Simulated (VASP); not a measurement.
# W: single point with PBEsol

W:

```
W
1.0
     0.00000    2.23300    2.03000
     2.03000    0.00000    2.03000
     2.03000    2.23300    0.00000
W
1
Direct
  0.00000 0.00000 0.00000
```

This cell differs from its parent crystal: strain +0.1000 x Voigt [0, 1, 0, 0, 0, 0].

```json
{"Program": "VASP 6.6.1", "Task": "single point", "Functional": "PBEsol", "Potentials or basis": "VASP PAW PBE potentials, release 64 (W_sv)", "Cutoff": "520 eV", "k mesh": "20 × 20 × 20", "Occupations": "gaussian, width 0.15 eV", "Spin": "no spin polarisation"}
```

- Pressure: -31.8 GPa
- Band gap on the k mesh: zero (band 7 reaches 11.94 eV, above the bottom of band 8 at 8.54 eV)

Stress tensor (GPa, compression positive):
```
-35.46   0.00   0.00
  0.00 -24.40   0.00
  0.00   0.00 -35.46
```

Levels at points of the mesh, in eV from the Fermi level:
| k point | band 5 | band 6 | band 7 | band 8 | band 9 | band 10 |
| --- | --- | --- | --- | --- | --- | --- |
| (0.00, 0.00, 0.00) | -8.55 | -1.34 | -0.16 | -0.16 | 1.11 | 2.80 |
| (0.50, 0.00, 0.00) | -5.17 | -1.36 | -0.17 | 0.25 | 3.81 | 4.36 |
| (0.50, 0.50, 0.00) | -4.86 | -4.01 | 2.96 | 3.83 | 4.02 | 5.41 |
| (0.50, 0.00, 0.50) | -5.03 | -3.91 | 1.29 | 4.21 | 4.63 | 4.63 |

It took 4.8 min on 1 thread of AMD EPYC 7R13 (shared host), peak memory 0.23 GiB.

Caveat: the cell differs from its parent crystal (strain +0.1000 x Voigt [0, 1, 0, 0, 0, 0]); the PAW data sets were made with another functional, which shifts forces and pressure a little; spin-orbit coupling is left out, which moves the levels of the heavy elements.
